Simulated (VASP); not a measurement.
A run of VASP 6.6.1:

INCAR

```
SYSTEM = Ta2NbO3
PREC     = Accurate       ! precision mode
ENCUT    = 600            ! plane-wave cutoff, eV
EDIFF    = 1E-6           ! SCF threshold, eV
ISMEAR   = 0              ! smearing method
SIGMA    = 0.1            ! smearing width, eV
LREAL    = .FALSE.        ! projectors in reciprocal space
LASPH    = .TRUE.         ! aspherical terms in the spheres
NELM     = 120            ! most SCF steps
ALGO     = Normal         ! electronic algorithm
ISIF     = 2              ! what is computed and relaxed
LWAVE    = .FALSE.        ! write WAVECAR
LCHARG   = .TRUE.         ! write CHGCAR
GGA      = PE             ! functional
LELF     = .TRUE.         ! ELF
LVHAR    = .TRUE.       
NBANDS   = 38             ! bands
GGA_COMPAT= .FALSE.
```

The input KPOINTS:

```
Automatic mesh
0
G
  6 6 6
  0 0 0
```

The input POSCAR:

```
Ta2NbO3
1.0
    2.5539890797      1.4745462843      3.9677555777
   -2.5539890797      1.4745462843      3.9677555777
    0.0000000000     -2.9490925637      3.9677555795
Ta Nb O
2 1 3
Direct
    0.7763247362      0.7763247362      0.7763247362
    0.2236752638      0.2236752638      0.2236752638
    0.5000000000      0.5000000000      0.5000000000
    0.0000000000      0.5000000000      0.5000000000
    0.5000000000      0.0000000000      0.5000000000
    0.5000000000      0.5000000000      0.0000000000
```

Potentials or basis: VASP PAW PBE potentials, release 64 (Ta_sv_GW, Nb_sv, O).

The run is started by

```bash
$ cat potpaw_PBE.64/Ta_sv_GW/POTCAR potpaw_PBE.64/Nb_sv/POTCAR potpaw_PBE.64/O/POTCAR > POTCAR
$ mpirun -np 1 vasp_std > vasp.out
```

Hardware: 1 thread of Intel(R) Xeon(R) 6975P-C (Granite Rapids) (shared host).

Q: How long does it take, and how much memory?

A: It took 2.2 min on 1 thread of Intel(R) Xeon(R) 6975P-C (Granite Rapids) (shared host), peak memory 0.33 GiB. Counts: scf iterations 23, k points 32.
